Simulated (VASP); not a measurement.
A run of VASP 6.6.1:

File INCAR:

```
SYSTEM = TlSnCl3
  PREC = Accurate
  ENCUT = 520
  EDIFF = 1E-7
  ISMEAR = 0
  SIGMA = 0.01
  LREAL = .False.
  LASPH = .True.
  NELM = 100
  ALGO = Normal
  ISIF = 2
  LWAVE = .False.
  LCHARG = .False.
  NBANDS = 32
```

KPOINTS

```
Automatic mesh
0
Gamma
  6 6 6
  0 0 0
```

Contents of POSCAR:

```
TlSnCl3
1.0
    5.5173601512      0.0000000000      0.0000000000
    0.0000000000      5.5173601512      0.0000000000
    0.0000000000      0.0000000000      5.5173601512
Tl Sn Cl
1 1 3
Direct
    0.0000000000      0.0000000000      0.0000000000
    0.5000000000      0.5000000000      0.5000000000
    0.5000000000      0.5000000000      0.0000000000
    0.5000000000      0.0000000000      0.5000000000
    0.0000000000      0.5000000000      0.5000000000
```

Potentials or basis: VASP PAW LDA potentials, release 64 (Tl_d, Sn_d, Cl).

Command:

```bash
$ cat potpaw_LDA.64/Tl_d/POTCAR potpaw_LDA.64/Sn_d/POTCAR potpaw_LDA.64/Cl/POTCAR > POTCAR
$ mpirun -np 1 vasp_std > vasp.out
```

Hardware: 1 thread of AMD EPYC 9R45 96-Core Processor (Zen 5), on a shared host.

Problem. Estimate the wall time of this run.

Solution. It took 73 s on 1 thread of AMD EPYC 9R45 96-Core Processor (Zen 5), on a shared host, peak memory 0.24 GiB. Counts: scf iterations 15, k points 20.
